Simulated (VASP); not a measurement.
# BeS (Fm-3m) in VASP: settings compared

The runs below take BeS through G0W0 quasiparticle levels, with LDA, PBE.

All numbers are computed with VASP 6.6.1; they aren't measurements. Logs are shortened: lines on timing, memory, paths and dates and some standing lists are left out, and cuts for length are marked.

**1. The cell of the first run**

The structure is cubic, space group Fm-3m (No. 225). Conventional cell: a = 4.635 Å, b = 4.635 Å, c = 4.635 Å, α = 90.00°, β = 90.00°, γ = 90.00°. Within 3.1 Å of Be (site symmetry m-3m) lie 6 S at 2.32 Å. S (site symmetry m-3m) has 6 Be at 2.32 Å within 3.1 Å.

**2. G0W0 quasiparticle levels, LDA**

Input file POSCAR:

```
BeS
1.0
    0.0000000000      2.3172971969      2.3172971969
    2.3172971969      0.0000000000      2.3172971969
    2.3172971969      2.3172971969      0.0000000000
Be S
1 1
Direct
    0.0000000000      0.0000000000      0.0000000000
    0.5000000000      0.5000000000      0.5000000000
```

Input file INCAR.step1:

```
SYSTEM = BeS
ALGO = Normal ; EDIFF = 1E-8
ENCUT = 500 ; GGA = CA
ISMEAR = 0 ; LASPH = .TRUE.
LCHARG = .FALSE. ; LREAL = .FALSE.
LWAVE = .TRUE. ; NELM = 80
PREC = Accurate ; SIGMA = 0.01
```

Input file INCAR.step2:

```
SYSTEM = BeS
ALGO = Exact ; EDIFF = 1E-8
ENCUT = 500 ; GGA = CA
ISMEAR = 0 ; ISTART = 1
LASPH = .TRUE. ; LCHARG = .FALSE.
LOPTICS = .TRUE. ; LREAL = .FALSE.
LWAVE = .TRUE. ; NBANDS = 34
NELM = 1 ; PREC = Accurate
SIGMA = 0.01
```

Input file INCAR.step3:

```
SYSTEM = BeS
ALGO = EVGW0 ; EDIFF = 1E-8
ENCUT = 500 ; ENCUTGW = 60
GGA = CA ; ISMEAR = 0
ISTART = 1 ; LASPH = .TRUE.
LCHARG = .FALSE. ; LREAL = .FALSE.
LWAVE = .FALSE. ; NBANDS = 34
NBANDSGW = 12 ; NELMGW = 1
NOMEGA = 48 ; PREC = Accurate
PRECFOCK = Fast ; SIGMA = 0.01
```

Input file KPOINTS:

```
k-points
0
G
  4 4 4
  0 0 0
```

Potentials or basis: VASP PAW LDA potentials, release 64 (Be_GW, S_GW).

The run is started by

```sh
> cat potpaw_LDA.64/Be_GW/POTCAR potpaw_LDA.64/S_GW/POTCAR > POTCAR
> cp INCAR.step1 INCAR
> mpirun -np 1 vasp_std > vasp.out
> cp INCAR.step2 INCAR
> mpirun -np 1 vasp_std > vasp.out
> cp INCAR.step3 INCAR
> mpirun -np 1 vasp_std > vasp.out
```

OUTCAR:

```text
SYSTEM = BeS
   EDIFF = 1E-8
   ENCUT = 500
   ENCUTGW = 60
   GGA = CA
   ISMEAR = 0
   ISTART = 1
   LASPH = .TRUE.
   LREAL = .FALSE.
   NELMGW = 1
   PREC = Accurate
   PRECFOCK = Fast

 ion  position               nearest neighbor table
   1  0.000  0.000  0.000-   2 2.32   2 2.32   2 2.32   2 2.32   2 2.32   2 2.32
   2  0.500  0.500  0.500-   1 2.32   1 2.32   1 2.32   1 2.32   1 2.32   1 2.32

  LATTYP: Found a face centered cubic cell.
 ALAT       =     4.6345943938

  Lattice vectors:

 A1 = (   0.0000000000,   2.3172971969,   2.3172971969)
 A2 = (   2.3172971969,   0.0000000000,   2.3172971969)
 A3 = (   2.3172971969,   2.3172971969,   0.0000000000)

Analysis of symmetry for initial positions (statically):
=====================================================================
 Subroutine PRICEL returns:
 Original cell was already a primitive cell.

 Routine SETGRP: Setting up the symmetry group for a
 face centered cubic supercell.

 Subroutine GETGRP returns: Found 48 space group operations
 (whereof 48 operations were pure point group operations)
 out of a pool of 48 trial point group operations.

The static configuration has the point symmetry O_h .

Analysis of symmetry for dynamics (positions and initial velocities):
=====================================================================
 Subroutine PRICEL returns:
 Original cell was already a primitive cell.

 Routine SETGRP: Setting up the symmetry group for a
 face centered cubic supercell.

 Subroutine GETGRP returns: Found 48 space group operations
 (whereof 48 operations were pure point group operations)
 out of a pool of 48 trial point group operations.

The dynamic configuration has the point symmetry O_h .

 Subroutine INISYM returns: Found 48 space group operations
 (whereof 48 operations are pure point group operations),
 and found     1 'primitive' translations

----------------------------------------------------------------------------------------

                                     Primitive cell
[... 72 lines left out ...]
   ENCUT  =  500.0 eV  36.75 Ry    6.06 a.u.   5.98  5.98  5.98*2*pi/ulx,y,z
   NELM   =     60;   NELMIN=  2; NELMDL=  0     # of ELM steps
   EDIFF  = 0.1E-07   stopping-criterion for ELM
   LREAL  =      F    real-space projection
   EDIFFG = 0.1E-06   stopping-criterion for IOM
   NSW    =      0    number of steps for IOM
   IBRION =     -1    ionic relax: 0-MD 1-quasi-New 2-CG
   NFREE  =      0    steps in history (QN), initial steepest desc. (CG)
   ISIF   =      0    stress and relaxation
   ISYM   =      3    0-nonsym 1-usesym 2-fastsym
   POTIM  = 0.5000    time-step for ionic-motion
   TEBEG  =    0.0;   TEEND  =   0.0 temperature during run
   PSTRESS=    0.0 pullay stress
   NELECT =       8.0000    total number of electrons
   NUPDOWN=      -1.0000    fix difference up-down
   EMIN   =  10.00;   EMAX   =-10.00  energy-range for DOS
   EFERMI =   0.00;   METHOD = LEGACY
   ISMEAR =     0;   SIGMA  =   0.01  broadening in eV -4-tet -1-fermi 0-gaus
   EFERMI_NEDOS =   21; number of points for ismear=-14 and -15
   IALGO  =     38    algorithm
   IMIX   =      4    mixing-type and parameters
     AMIX     =   0.40;   BMIX     =  1.00
     AMIX_MAG =   1.60;   BMIX_MAG =  1.00
  volume/ion in A,a.u.               =      12.44        83.97
  Fermi-wavevector in a.u.,A,eV,Ry     =   1.121450  2.119232 17.111356  1.257649
  Thomas-Fermi vector in A             =   2.258103
   LORBIT       =      0    0 simple, 1 ext, 2 COOP (PROOUT), +10 PAW based schemes
   GGA     = CA    functional components
   LHFCALC =     T    Hartree Fock is set to
   PRECFOCK=fast      Normal, Fast or Accurate (Low or Medium for compatibility)
   ENCUT4O =  -1.0   cutoff for four orbital integrals eV
   NKREDX  =     1    reduce k-point grid by
   NKREDY  =     1    reduce k-point grid by
   NKREDZ  =     1    reduce k-point grid by
   AEXX    =    1.0000 exact exchange contribution
   HFSCREEN=    0.0000 screening length (either q_TF or 0.3 A-1)
   HFSCREENC=   0.0000 screening length for correlation (either q_TF or 0.3 A-1)
   ENCUTFOCK=  -1.0 apply spherical cutoff to Coloumb kernel
   IVDW    =     0    specifies the selected vdW correction
   LEPSILON=     F    determine dielectric tensor
   LRPA    =     F    only Hartree local field effects (RPA)
   LRPAFORCE           =     F    calculate RPA forces
   ENCUTGW             =  60.0    cutoff for response function in eV
   ENCUTGWSOFT         =  48.0    soft cutoff for Coulomb kernel in GW response function in eV
   ENCUTLF             =  -1.0    cutoff for local field effects
   NELMGW              =     1    number of iterations in solving QP/BSE equation
   NELMHF              =     1    number of iterations in the inner HF iteration
   NKREDLFX            =     1    NKREDLFY  =   1   NKREDLFZ  =   1
 non-spin polarized calculation
 Gauss-broadening in eV      SIGMA  =   0.01
  energy-cutoff  :      500.00
  volume of cell :       24.89
 maximum number of plane-waves:       648
  NGX = 14; NGY = 14; NGZ = 14
   NGX = 11   NGY = 11   NGZ = 11
 maximum number of plane-waves:        28
 NGX is ok and might be reduce to    10

 QP shifts <psi_nk| G(iteration)W_0 |psi_nk>: iteration 1
 for sc-GW calculations column KS-energies equals QP-energies in previous step
 and V_xc(KS)=  KS-energies - (<T + V_ion + V_H > + <T+V_H+V_ion>^1  + <V_x>^1)

 k-point   1 :       0.0000    0.0000    0.0000
  band No.  KS-energies  QP-energies   sigma(KS)   V_xc(KS)     V^pw_x(r,r')   Z            occupation Imag(sigma)

      1      -8.9508      -9.3424     -13.2544     -12.7119     -21.2724       0.7218       2.0000       1.6392
      2       5.7919       5.7966     -13.6040     -13.6101     -16.0629       0.7761       2.0000       0.0822
      3       5.7919       5.7966     -13.6040     -13.6101     -16.0629       0.7761       2.0000       0.0822
      4       5.7919       5.7966     -13.6040     -13.6101     -16.0629       0.7761       2.0000       0.0822
      5      11.2887      12.0896     -10.9115     -11.9444      -6.1187       0.7754       0.0000      -0.1476
      6      14.7679      15.6653      -9.9652     -11.1001      -5.2139       0.7907       0.0000      -0.1693
      7      14.7679      15.6653      -9.9652     -11.1001      -5.2139       0.7907       0.0000      -0.1693
      8      14.7679      15.6653      -9.9652     -11.1001      -5.2139       0.7907       0.0000      -0.1693
      9      15.4474      16.3655      -9.6121     -10.8396      -3.4328       0.7480       0.0000      -0.4009
     10      15.4474      16.3655      -9.6121     -10.8396      -3.4328       0.7480       0.0000      -0.4009
     11      15.4474      16.3655      -9.6121     -10.8396      -3.4328       0.7480       0.0000      -0.4009
     12      17.9913      19.0793     -10.8125     -12.2267      -5.3839       0.7694       0.0000      -0.4735
[... 100 lines left out ...]
      1      -5.5725      -5.6528     -14.1429     -14.0334     -21.4466       0.7328       2.0000       1.0882
      2       0.6200       0.2951     -12.2846     -11.8478     -15.9745       0.7438       2.0000       0.2268
      3       0.6200       0.2951     -12.2846     -11.8478     -15.9745       0.7438       2.0000       0.2268
      4       2.1379       1.8598     -12.3337     -11.9657     -15.3246       0.7557       2.0000       0.1520
      5      10.9596      11.7690     -11.3027     -12.3528      -7.0993       0.7708       0.0000      -0.1382
      6      11.4329      12.3733      -9.6770     -10.8920      -4.7860       0.7740       0.0000      -0.1624
      7      15.2249      16.1877     -10.4648     -11.7024      -5.4837       0.7780       0.0000      -0.1930
      8      15.2249      16.1877     -10.4648     -11.7024      -5.4837       0.7780       0.0000      -0.1930
      9      19.0647      20.1604     -10.0400     -11.4976      -3.4006       0.7517       0.0000      -0.6965
     10      19.0647      20.1604     -10.0400     -11.4976      -3.4006       0.7517       0.0000      -0.6965
     11      23.6349      25.0964     -11.3224     -13.2851      -4.7932       0.7447       0.0000      -0.6771
     12      25.5806      27.0057     -11.0826     -12.8879      -4.2615       0.7894       0.0000      -1.2354
```

OUTCAR.step1:

```text
SYSTEM = BeS
   EDIFF = 1E-8
   ENCUT = 500
   GGA = CA
   ISMEAR = 0
   LASPH = .TRUE.
   LREAL = .FALSE.
[... 289 lines left out ...]
      0.00000      0.00000      0.00000         0.000000      0.000000     -0.000000
      2.31730      2.31730      2.31730         0.000000      0.000000      0.000000
 -----------------------------------------------------------------------------------
    total drift:                               -0.000000     -0.000000      0.000000

  FREE ENERGIE OF THE ION-ELECTRON SYSTEM (eV)
  ---------------------------------------------------
  free  energy   TOTEN  =        -9.9517346120 eV

  energy  without entropy=       -9.9517346120  energy(sigma->0) =       -9.95173461
```

Wall time 60 s (1 thread of AMD EPYC 7R43 (Zen 3), shared host); peak memory 0.17 GiB.

Results:

```
Band gap on the k mesh, mean-field level : 1.22 eV, indirect (least direct gap 4.12 eV)
Quasiparticle gap                        : 1.78 eV
Least direct quasiparticle gap           : 4.90 eV
```

Caveat: the k points lie up to 0.59 Å⁻¹ apart; bands, screening cutoff and mesh are small and nothing is extrapolated, so the quasiparticle values aren't converged.

[end of part 1 of 2]
